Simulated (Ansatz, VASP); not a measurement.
C in VASP and in Ansatz

File POSCAR:

```
C
1.0
    0.0000000000     -4.2535130786      0.0000000000
   -2.4558424086     -2.1267565393     -3.5617636578
    2.4558424086     -2.1267565393     -3.5617636578
C
8
Direct
    0.8332960723      0.4491009685      0.5508990315
    0.8332960723      0.0000000000      0.0000000000
    0.3332960723      0.7500000000      0.2500000000
    0.3332960723      0.2500000000      0.7500000000
    0.1667039277      0.5000000000      0.5000000000
    0.1667039277      0.0000000000      1.0000000000
    0.6667039277      0.7500000000      0.2500000000
    0.6667039277      0.2500000000      0.7500000000
```

File INCAR.step1:

```
SYSTEM = C
  PREC = Accurate
  ENCUT = 520
  ISMEAR = 0
  SIGMA = 0.05
  LREAL = .FALSE.
  LASPH = .TRUE.
  NELM = 100
  NBANDS = 26
  GGA = PE
  ALGO = Normal
  EDIFF = 1E-4
  LWAVE = .TRUE.
  LCHARG = .FALSE.
```

INCAR.step2

```
SYSTEM = C
  PREC = Accurate
  ENCUT = 520
  EDIFF = 1E-7
  ISMEAR = 0
  SIGMA = 0.05
  LREAL = .FALSE.
  LASPH = .TRUE.
  NELM = 100
  ALGO = Normal
  ISIF = 2
  LWAVE = .FALSE.
  LCHARG = .TRUE.
  METAGGA = R2SCAN
  LMIXTAU = .TRUE.
  LELF = .TRUE.
  LVHAR = .TRUE.
  NBANDS = 26
  ISTART = 1
```

Contents of KPOINTS:

```
Automatic mesh
0
G
  8 8 8
  0 0 0
```

Input for Ansatz:

```yaml
crystal:
  lattice:
    - [0.0, -4.2535130786, 0.0]
    - [-2.4558424086, -2.1267565393, -3.5617636578]
    - [2.4558424086, -2.1267565393, -3.5617636578]
  atoms:
    - { symbol: C, position: [0.8332960723, 0.4491009685, 0.5508990315] }
    - { symbol: C, position: [0.8332960723, 0.0, 0.0] }
    - { symbol: C, position: [0.3332960723, 0.75, 0.25] }
    - { symbol: C, position: [0.3332960723, 0.25, 0.75] }
    - { symbol: C, position: [0.1667039277, 0.5, 0.5] }
    - { symbol: C, position: [0.1667039277, 0.0, 1.0] }
    - { symbol: C, position: [0.6667039277, 0.75, 0.25] }
    - { symbol: C, position: [0.6667039277, 0.25, 0.75] }
basis:
  ecutwfc: 500
kpoints:
  mp_grid: { grid: [8, 8, 8] }
hamiltonian:
  xc: r2scan
scf:
  occupations: { method: gaussian, width: 0.05 }
output:
  forces: true
  stress: true
  eigenvalues: true
  write_density: true
  write_potential: true
  elf: true
  volumetric_format: npy
```

Alike in both runs: task single point; functional r2SCAN; k mesh 8 × 8 × 8; occupations gaussian, width 0.05 eV; no spin polarisation.

|  | VASP | Ansatz |
| --- | --- | --- |
| version | VASP 6.6.1 | Ansatz 0.2.0 |
| potentials or method | VASP PAW PBE potentials, release 64 (C), cutoff 520 eV | scalar-relativistic, plane waves, PAW |
| valence electrons in the cell | 32 | 32 |

|  | VASP | Ansatz | Ansatz less VASP |
| --- | --- | --- | --- |
| gap on the k mesh at the Fermi level (eV) | 0.66 | 0.66 | 0.000 |
| least direct gap on the mesh (eV) | 0.81 | 0.81 | +0.001 |
| pressure (GPa) | 8.3 | 7.7 | -0.64 |
| traceless stress, the component that is largest in VASP (GPa) | 9.15 | 8.94 | -0.220 |
| rms of the force components (eV/Å) | 4.638 | 4.608 | -0.0300 |

VASP's potentials were made for PBE, not for r2SCAN. Atom by atom the forces differ by 0.036 eV/Å (rms over components). With one functional, cell and mesh, what is left measures potentials, basis and numerics.
